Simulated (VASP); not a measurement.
Input of a VASP 6.6.1 run:

File POSCAR:

```
FeO
1.0
    0.0000000000      2.0325105043      2.0325105043
    2.0325105043      0.0000000000      2.0325105043
    2.0325105043      2.0325105043      0.0000000000
Fe O
1 1
Direct
    0.0000000000      0.0000000000      0.0000000000
    0.5000000000      0.5000000000      0.5000000000
```

Contents of INCAR.step1:

```
PREC = Accurate
ENCUT = 520
ISMEAR = -1
SIGMA = 0.1
LREAL = F
LASPH = T
NELM = 60
NBANDS = 14
GGA = PE
ALGO = Normal
EDIFF = 1E-4
LWAVE = T
LCHARG = F
```

File INCAR.step2:

```
PREC = Accurate
ENCUT = 520
EDIFF = 1E-7
ISMEAR = -1
SIGMA = 0.1
LREAL = F
LASPH = T
NELM = 60
ALGO = Normal
ISIF = 2
LWAVE = F
LCHARG = F
METAGGA = R2SCAN
LMIXTAU = T
NBANDS = 14
ISTART = 1
```

File KPOINTS:

```
Automatic mesh
0
Gamma
  14 14 14
```

Potentials or basis: VASP PAW PBE potentials, release 64 (Fe, O).

Run with:

```console
$ cat potpaw_PBE.64/Fe/POTCAR potpaw_PBE.64/O/POTCAR > POTCAR
$ cp INCAR.step1 INCAR
$ mpirun -np 1 vasp_std > vasp.out
$ cp INCAR.step2 INCAR
$ mpirun -np 1 vasp_std > vasp.out
```

(1) What does it give for the band gap on the k mesh?

(2) Estimate the pressure.

Answers

(1) zero (bands 7 and 8 overlap by 0.02 eV).

(2) 4.9 GPa.

Caveat: the cell stands under pressure; the PAW data sets were made with another functional, which shifts forces and pressure a little; the run has no spin polarisation, though such a crystal can be magnetic; semilocal functionals often make such compounds metallic where correlation or magnetic order opens a gap, which also shifts bond lengths.
